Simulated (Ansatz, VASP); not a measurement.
# SnTe: VASP beside Ansatz

```
CELL_PARAMETERS angstrom
3.89182 0.00000 0.00000
0.00000 3.89182 0.00000
0.00000 0.00000 3.89182
ATOMIC_POSITIONS crystal
Sn 0.00000 0.00000 0.00000
Te 0.50000 0.50000 0.50000
```

Alike in both runs: task single point; functional PBE; k mesh 4 × 4 × 4; occupations fermi-dirac, width 0.02 eV; no spin polarisation.

|  | VASP | Ansatz |
| --- | --- | --- |
| version | VASP 6.6.1 | Ansatz 0.2.0 |
| potentials or method | VASP PAW PBE potentials, release 64 (Sn_d, Te), cutoff 520 eV | plane waves |
| valence electrons in the cell | 20 | 30 |

|  | VASP | Ansatz | Ansatz less VASP |
| --- | --- | --- | --- |
| pressure (GPa) | -0.2 | -0.1 | +0.05 |

VASP's potentials hold 20 valence electrons a cell and Ansatz's 30, so a difference there can come from the potentials and not from the codes.

The k mesh is coarse, so the values compare programs but aren't converged. Spin-orbit coupling is off throughout.
